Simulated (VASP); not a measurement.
# Al (P6/mmm) in VASP: further runs

Al is run at these levels: PBEsol; tasks: single point.

Program: VASP 6.6.1. These are calculated values, not measurements. Logs are shortened: lines on timing, memory, paths and dates and some standing lists are left out, and cuts for length are marked.

**1. The cell of the first run**

Symmetry: P6/mmm, No. 191, hexagonal system. Conventional cell: a = 2.428 Å, b = 2.428 Å, c = 2.399 Å, α = 90.00°, β = 90.00°, γ = 120.00°. Within 3.2 Å of Al (site symmetry 6/mmm) lie 8 Al at 2.40 to 2.43 Å.

**2. Single point, PBEsol**

Input file INCAR:

```
SYSTEM = Al
PREC = Accurate
ENCUT = 500
EDIFF = 1E-6
ISMEAR = -1
SIGMA = 0.05
LREAL = .FALSE.
LASPH = .TRUE.
NELM = 120
ALGO = Normal
ISIF = 2
LWAVE = .FALSE.
LCHARG = .FALSE.
GGA = PS
NBANDS = 8
GGA_COMPAT = .FALSE.
```

Input file KPOINTS:

```
Automatic mesh
0
G
  18 18 17
  0 0 0
```

Input file POSCAR:

```
Al
1.0
    2.4276397202      0.0000000000      0.0000000000
   -1.2138198601      2.1023976689      0.0000000000
    0.0000000000      0.0000000000      2.3991259838
Al
1
Direct
    0.0000000000      0.0000000000      0.0000000000
```

Potentials or basis: VASP PAW PBE potentials, release 64 (Al).

Command:

```sh
$ cat potpaw_PBE.64/Al/POTCAR > POTCAR
$ mpirun -np 1 vasp_std > vasp.out
```

OUTCAR:

```text
SYSTEM = Al
   PREC = Accurate
   ENCUT = 500
   EDIFF = 1E-6
   ISMEAR = -1
   LREAL = .FALSE.
   LASPH = .TRUE.
   NELM = 120
   ISIF = 2
   GGA = PS

 ion  position               nearest neighbor table
   1  0.000  0.000  0.000-

  LATTYP: Found a hexagonal cell.
 ALAT       =     2.4276397202
 C/A-ratio  =     0.9882545436

  Lattice vectors:

 A1 = (   2.4276397202,   0.0000000000,   0.0000000000)
 A2 = (  -1.2138198601,   2.1023976689,   0.0000000000)
 A3 = (   0.0000000000,   0.0000000000,   2.3991259838)

Analysis of symmetry for initial positions (statically):
=====================================================================
 Subroutine PRICEL returns:
 Original cell was already a primitive cell.

 Routine SETGRP: Setting up the symmetry group for a
 hexagonal supercell.

 Subroutine GETGRP returns: Found 24 space group operations
 (whereof 24 operations were pure point group operations)
 out of a pool of 24 trial point group operations.

The static configuration has the point symmetry D_6h.

Analysis of symmetry for dynamics (positions and initial velocities):
=====================================================================
 Subroutine PRICEL returns:
 Original cell was already a primitive cell.

 Routine SETGRP: Setting up the symmetry group for a
 hexagonal supercell.

 Subroutine GETGRP returns: Found 24 space group operations
 (whereof 24 operations were pure point group operations)
 out of a pool of 24 trial point group operations.

The dynamic configuration has the point symmetry D_6h.

 Subroutine INISYM returns: Found 24 space group operations
 (whereof 24 operations are pure point group operations),
 and found     1 'primitive' translations

----------------------------------------------------------------------------------------

                                     Primitive cell

  volume of cell :      12.2448

  direct lattice vectors                    reciprocal lattice vectors
     2.427639720  0.000000000  0.000000000     0.411922738  0.237823704  0.000000000
    -1.213819860  2.102397669  0.000000000     0.000000000  0.475647407  0.000000000
     0.000000000  0.000000000  2.399125984     0.000000000  0.000000000  0.416818461

  length of vectors
     2.427639720  2.427639720  2.399125984     0.475647407  0.475647407  0.416818461

  position of ions in fractional coordinates (direct lattice)
     0.000000000  0.000000000  0.000000000

  ion indices of the primitive-cell ions
   primitive index   ion index
                 1           1

----------------------------------------------------------------------------------------

 KPOINTS: Automatic mesh

Automatic generation of k-mesh.
 Grid dimensions read from file:
 generate k-points for:   18   18   17

 Generating k-lattice:

  Cartesian coordinates                     Fractional coordinates (reciprocal lattice)
     0.022884597  0.013212428  0.000000000     0.055555556  0.000000000  0.000000000
     0.000000000  0.026424856  0.000000000     0.000000000  0.055555556  0.000000000
     0.000000000  0.000000000  0.024518733     0.000000000  0.000000000  0.058823529

  Length of vectors
     0.026424856  0.026424856  0.024518733

  Shift w.r.t. Gamma in fractional coordinates (k-lattice)
     0.000000000  0.000000000  0.000000000

 Subroutine IBZKPT returns following result:
 ===========================================

 Found    333 irreducible k-points:

 Following reciprocal coordinates:
            Coordinates               Weight
  0.000000  0.000000  0.000000      1.000000
  0.055556 -0.000000  0.000000      6.000000
  0.111111 -0.000000  0.000000      6.000000
  0.166667  0.000000  0.000000      6.000000
  0.222222  0.000000  0.000000      6.000000
  0.277778  0.000000  0.000000      6.000000
[... 16 lines left out ...]
  0.333333  0.111111  0.000000     12.000000
  0.388889  0.111111  0.000000     12.000000
 [... further k-points ...]
   k-points           NKPTS =    333   k-points in BZ     NKDIM =    333   number of bands    NBANDS=      8
   number of dos      NEDOS =    301   number of ions     NIONS =      1
   total plane-waves  NPLWV =   5832
   dimension x,y,z NGX =    18 NGY =   18 NGZ =   18
   dimension x,y,z NGXF=    36 NGYF=   36 NGZF=   36
   ions per type =               1
   NGX,Y,Z   is equivalent  to a cutoff of  12.33, 12.33, 12.47 a.u.
   NGXF,Y,Z  is equivalent  to a cutoff of  24.65, 24.65, 24.95 a.u.
 SYSTEM =  Al
   PREC   = accura    normal or accurate (medium, high low for compatibility)
   ISTART =      0    job   : 0-new  1-cont  2-samecut
   ICHARG =      2    charge: 1-file 2-atom 10-const
   ISPIN  =      1    spin polarized calculation?
   LNONCOLLINEAR =      F non collinear calculations
   LSORBIT =      F    spin-orbit coupling
   LASPH  =      T    aspherical Exc in radial PAW
   ENCUT  =  500.0 eV  36.75 Ry    6.06 a.u.   4.43  4.43  4.37*2*pi/ulx,y,z
   NELM   =    120;   NELMIN=  2; NELMDL= -5     # of ELM steps
   EDIFF  = 0.1E-05   stopping-criterion for ELM
   LREAL  =      F    real-space projection
   EDIFFG = 0.1E-04   stopping-criterion for IOM
   NSW    =      0    number of steps for IOM
   IBRION =     -1    ionic relax: 0-MD 1-quasi-New 2-CG
   NFREE  =      0    steps in history (QN), initial steepest desc. (CG)
   ISIF   =      2    stress and relaxation
   ISYM   =      2    0-nonsym 1-usesym 2-fastsym
   POTIM  = 0.5000    time-step for ionic-motion
   TEBEG  =    0.0;   TEEND  =   0.0 temperature during run
   PSTRESS=    0.0 pullay stress
   NELECT =       3.0000    total number of electrons
   NUPDOWN=      -1.0000    fix difference up-down
   EMIN   =  10.00;   EMAX   =-10.00  energy-range for DOS
   EFERMI =   0.00;   METHOD = LEGACY
   ISMEAR =    -1;   SIGMA  =   0.05  broadening in eV -4-tet -1-fermi 0-gaus
   EFERMI_NEDOS =   21; number of points for ismear=-14 and -15
   IALGO  =     38    algorithm
   IMIX   =      4    mixing-type and parameters
     AMIX     =   0.40;   BMIX     =  1.00
     AMIX_MAG =   1.60;   BMIX_MAG =  1.00
  volume/ion in A,a.u.               =      12.24        82.63
  Fermi-wavevector in a.u.,A,eV,Ry     =   1.024388  1.935813 14.277559  1.049371
  Thomas-Fermi vector in A             =   2.158173
   LORBIT       =      0    0 simple, 1 ext, 2 COOP (PROOUT), +10 PAW based schemes
   GGA     = PS    functional components
   LHFCALC =     F    Hartree Fock is set to
   AEXX    =    0.0000 exact exchange contribution
   IVDW    =     0    specifies the selected vdW correction
   LEPSILON=     F    determine dielectric tensor
   LRPA    =     F    only Hartree local field effects (RPA)
 non-spin polarized calculation
  energy-cutoff  :      500.00
  volume of cell :       12.24
 maximum number of plane-waves:       321
 NGX is ok and might be reduce to    18
   NGX =  9   NGY =  9   NGZ =  9

 number of electron       3.0000000 magnetization

 Free energy of the ion-electron system (eV)
  ---------------------------------------------------
  ext. energy  EPLUGINS =         0.00000000
  ---------------------------------------------------
  free energy    TOTEN  =        -2.98198153 eV

  energy without entropy =       -2.97891864  energy(sigma->0) =       -2.98045009

 E-fermi :  11.1738     XC(G=0): -11.3765

 val. band max:       11.1688109681   @ k =   0.3333   0.2778   0.0588
 cond. band min:      11.1857267432   @ k =   0.3889   0.0000   0.2353
 fundamental gap:      0.0169157751
 Fermi energy:        11.1738051778

 k-point     1 :       0.0000    0.0000    0.0000
  band No.  band energies     occupation
      1      -1.9377      2.00000
      2      19.7456      0.00000
      3      22.3574      0.00000
      4      26.5543      0.00000
      5      26.5543      0.00000
      6      29.7383      0.00000
      7      29.7383      0.00000
      8      31.1894      0.00000

 k-point     2 :       0.0556   -0.0000    0.0000
  band No.  band energies     occupation
      1      -1.8346      2.00000
      2      19.7291      0.00000
      3      22.4346      0.00000
      4      25.0685      0.00000
      5      26.0851      0.00000
      6      29.7080      0.00000
      7      30.3731      0.00000
      8      32.6081      0.00000

 k-point     3 :       0.1111   -0.0000    0.0000
  band No.  band energies     occupation
      1      -1.5262      2.00000
      2      19.5739      0.00000
      3      22.6664      0.00000
      4      22.7270      0.00000
      5      25.1927      0.00000
      6      29.2648      0.00000
      7      31.7611      0.00000
      8      35.2983      0.00000

 k-point     4 :       0.1667    0.0000    0.0000
  band No.  band energies     occupation
      1      -1.0144      2.00000
      2      18.6516      0.00000
      3      21.0971      0.00000
      4      23.0530      0.00000
      5      24.2938      0.00000
      6      28.8003      0.00000
      7      33.4811      0.00000
      8      37.9074      0.00000

 k-point     5 :       0.2222    0.0000    0.0000
  band No.  band energies     occupation
      1      -0.3026      2.00000
      2      16.5957      0.00000
      3      20.6485      0.00000
      4      23.4969      0.00000
      5      23.5944      0.00000
      6      28.5646      0.00000
      7      35.4154      0.00000
      8      38.2515      0.00000
[... 177 lines left out ...]
 k-point    22 :       0.2778    0.1111    0.0000
  band No.  band energies     occupation
      1       1.9968      2.00000
      2      12.3058      0.00000
      3      17.2154      0.00000
      4      24.8439      0.00000
      5      25.3708      0.00000
      6      30.3314      0.00000
      7      34.5512      0.00000
      8      36.9746      0.00000

 k-point    23 :       0.3333    0.1111    0.0000
  band No.  band energies     occupation
      1       3.2662      2.00000
      2      10.2237      2.00000
      3      16.8372      0.00000
      4      25.0870      0.00000
      5      26.3441      0.00000
      6      30.7404      0.00000
      7      32.7803      0.00000
      8      37.0097      0.00000

 k-point    24 :       0.3889    0.1111    0.0000
  band No.  band energies     occupation
      1       4.6839      2.00000
      2       8.3145      2.00000
      3      16.6026      0.00000
      4      25.2121      0.00000
      5      27.3584      0.00000
      6      31.2752      0.00000
      7      31.4317      0.00000
      8      35.6476      0.00000

 [... further k-points ...]
[... 5 lines left out ...]
  --------------------------------------------------------------------------------------
  -------------------------------------------------------------------------------------
  Total        4.8500906      4.8500906      4.8411429      0.0000000     -0.0000000      0.0000000
  in kB      634.6120015    634.6120015    633.4412293      0.0000000     -0.0000000      0.0000000
  external PRESSURE =     634.2217441 kB  Pullay stress =       0.0000000 kB

 VOLUME and BASIS-vectors are now :
 -----------------------------------------------------------------------------
  energy-cutoff  :      500.00
  volume of cell :       12.24
      direct lattice vectors                 reciprocal lattice vectors
     2.427639720  0.000000000  0.000000000     0.411922738  0.237823704  0.000000000
    -1.213819860  2.102397669  0.000000000     0.000000000  0.475647407  0.000000000
     0.000000000  0.000000000  2.399125984     0.000000000  0.000000000  0.416818461

 POSITION                                       TOTAL-FORCE (eV/Angst)
 -----------------------------------------------------------------------------------
      0.00000      0.00000      0.00000         0.000000      0.000000      0.000000
 -----------------------------------------------------------------------------------
    total drift:                               -0.000000      0.000000      0.000000

  FREE ENERGIE OF THE ION-ELECTRON SYSTEM (eV)
  ---------------------------------------------------
  free  energy   TOTEN  =        -2.9819815350 eV

  energy  without entropy=       -2.9789186371  energy(sigma->0) =       -2.98045009
```

Run time: 8.1 s. Hardware: 1 thread of Intel Xeon 6975P-C (Granite Rapids), shared host; peak memory 0.13 GiB.

Results:

```yaml
Free_energy: -2.9820 eV
Pressure: 63.4 GPa
```

Caveat: the PAW data sets were made with another functional, which shifts forces and pressure a little.

**3. Single point, PBEsol**

Input file INCAR:

```
PREC = Accurate ; ENCUT = 500
EDIFF = 1E-6 ; ISMEAR = -1
SIGMA = 0.05 ; LREAL = False
LASPH = True ; NELM = 120
ALGO = Normal ; ISIF = 2
LWAVE = False ; LCHARG = False
GGA = PS ; NBANDS = 8
GGA_COMPAT = False
```

Input file KPOINTS:

```
regular mesh
0
Gamma
  18 18 17
```

Input file POSCAR:

```
Al
1.0
    2.4263695514      0.0000000000      0.0000000000
   -1.2131847757      2.1012976705      0.0000000000
    0.0000000000      0.0000000000      2.3979865099
Al
1
Direct
    0.0000000000      0.0000000000      0.0000000000
```

Potentials or basis: VASP PAW PBE potentials, release 64 (Al).

Command:

```sh
$ cat potpaw_PBE.64/Al/POTCAR > POTCAR
$ mpirun -np 1 vasp_std > vasp.out
```

Wall time 8.1 s (1 thread of Intel Xeon 6975P-C (Granite Rapids), shared host); peak memory 0.13 GiB.

Results (log left out):

- Free energy: -2.9746 eV
- Pressure: 63.8 GPa

Stress tensor (GPa, compression positive):
```
63.90  0.00  0.00
 0.00 63.90  0.00
 0.00  0.00 63.73
```

Levels at points of the mesh, in eV from the Fermi level:
| k point | band 1 | band 2 | band 3 | band 4 | band 5 | band 6 |
| --- | --- | --- | --- | --- | --- | --- |
| (0.00, 0.00, 0.00) | -13.12 | 8.57 | 11.19 | 15.39 | 15.39 | 18.59 |
| (0.50, 0.00, 0.00) | -5.62 | -4.46 | 8.91 | 10.48 | 16.49 | 19.23 |

Caveat: the PAW data sets were made with another functional, which shifts forces and pressure a little.
